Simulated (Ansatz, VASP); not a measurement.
**Two plane-wave programs on Si**

```xyz
2
Lattice="0.0000 2.7349 2.7349 2.7349 0.0000 2.7349 2.7349 2.7349 0.0000" Properties=species:S:1:pos:R:3 pbc="T T T"
Si    2.7349    2.7349    2.7349
Si    4.1023    4.1023    4.1023
```

Alike in both runs: functional PBE; k mesh 8 × 8 × 8; occupations gaussian, width 0.02 eV; no spin polarisation.

Ansatz relaxed the structure, and its values are those at the end. VASP's run is a single point on that final structure, the one shown.

|  | VASP | Ansatz |
| --- | --- | --- |
| version | VASP 6.6.1 | Ansatz 0.2.0 |
| potentials or method | VASP PAW PBE potentials, release 64 (Si), cutoff 520 eV | scalar-relativistic, plane waves, PAW |
| valence electrons in the cell | 8 | 8 |

```tsv
	VASP	Ansatz	Ansatz less VASP
gap on the k mesh at the Fermi level (eV)	0.65	0.65	-0.002
least direct gap on the mesh (eV)	2.56	2.55	-0.005
pressure (GPa)	0.0	0.0	+0.06
```

The functional is the same, so the differences come from potentials, cutoffs and numerics.
